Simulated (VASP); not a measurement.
Write the native input for VASP 6.6.1 that does the following.

```
Task                   : relaxation of cell and atoms
Functional             : LDA
Potentials or basis    : VASP PAW LDA potentials, release 64 (Al, Ga_d, N)
Cutoff                 : 600 eV
k mesh                 : 6 × 6 × 6
Occupations            : gaussian, width 0.01 eV
Spin                   : no spin polarisation
Dipole correction      : no
Further INCAR settings : ALGO = Normal; EDIFF = 1e-07; IBRION = 2; EDIFFG = -0.001; NSW = 80; ISIF = 3
```

The structure of AlGa3N4 lies in POSCAR:

```
AlGa3N4
1.0
    4.4269712081      0.0000000000      0.0000000000
    0.0000000000      4.4269712081      0.0000000000
    0.0000000000      0.0000000000      4.4269712081
Al Ga N
1 3 4
Direct
    0.0000000000      0.0000000000      0.0000000000
    0.5000000000      0.5000000000      0.0000000000
    0.5000000000      0.0000000000      0.5000000000
    0.0000000000      0.5000000000      0.5000000000
    0.7548198296      0.7548198296      0.2451801704
    0.7548198296      0.2451801704      0.7548198296
    0.2451801704      0.7548198296      0.7548198296
    0.2451801704      0.2451801704      0.2451801704
```

These files were run (other wordings do the same):

INCAR

```
SYSTEM = AlGa3N4
  PREC = Accurate
  ENCUT = 600
  EDIFF = 1E-7
  ISMEAR = 0
  SIGMA = 0.01
  LREAL = .False.
  LASPH = .True.
  NELM = 100
  ALGO = Normal
  ISIF = 3
  LWAVE = .False.
  LCHARG = .False.
  IBRION = 2
  NSW = 80
  EDIFFG = -0.001
```

KPOINTS

```
Automatic mesh
0
Gamma
  6 6 6
  0 0 0
```

Potentials or basis: VASP PAW LDA potentials, release 64 (Al, Ga_d, N).

The run is started by

```bash
$ cat potpaw_LDA.64/Al/POTCAR potpaw_LDA.64/Ga_d/POTCAR potpaw_LDA.64/N/POTCAR > POTCAR
$ mpirun -np 1 vasp_std > vasp.out
```

It gave:

```
Relaxed volume                         : 10.89 Å³/atom
Relaxed cell                           : a = 4.433 Å, b = 4.433 Å, c = 4.433 Å, α = 90.00°, β = 90.00°, γ = 90.00°
Space group after relaxing (to 0.05 Å) : P-43m (No. 215)
Energy gained by relaxing              : 0.1 meV/atom
Ionic steps                            : 5
Pressure after relaxing                : 0.0 GPa
Band gap on the k mesh                 : 2.54 eV, direct
```

It took 120 s on 1 thread of Intel(R) Xeon(R) 6975P-C (Granite Rapids), with other jobs on the host, peak memory 0.21 GiB.
